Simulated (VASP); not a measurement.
Input of a VASP 6.6.1 run:

INCAR

```
  PREC = Accurate
  ENCUT = 520
  EDIFF = 1E-7
  ISMEAR = -1
  SIGMA = 0.05
  LREAL = F
  LASPH = T
  NELM = 80
  ALGO = Normal
  ISIF = 2
  LWAVE = F
  LCHARG = T
  GGA = PS
  LELF = T
  LVHAR = T
  NBANDS = 20
```

KPOINTS

```
Automatic mesh
0
Gamma
  9 9 9
```

Contents of POSCAR:

```
CdF2
1.0
    0.0000000000      2.6761696186      2.6761696186
    2.6761696186      0.0000000000      2.6761696186
    2.6761696186      2.6761696186      0.0000000000
Cd F
1 2
Direct
    0.0000000000      0.0000000000      0.0000000000
    0.7500000000      0.7500000000      0.7500000000
    0.2500000000      0.2500000000      0.2500000000
```

Potentials or basis: VASP PAW PBE potentials, release 64 (Cd, F).

Run with:

```bash
$ cat potpaw_PBE.64/Cd/POTCAR potpaw_PBE.64/F/POTCAR > POTCAR
$ mpirun -np 1 vasp_std > vasp.out
```

What does it give for the pressure?

2.9 GPa.

Predict the band gap on the k mesh.

3.00 eV, indirect (least direct gap 3.43 eV).

Caveat: the PAW data sets were made with another functional, which shifts forces and pressure a little. A k mesh can miss the band edges.
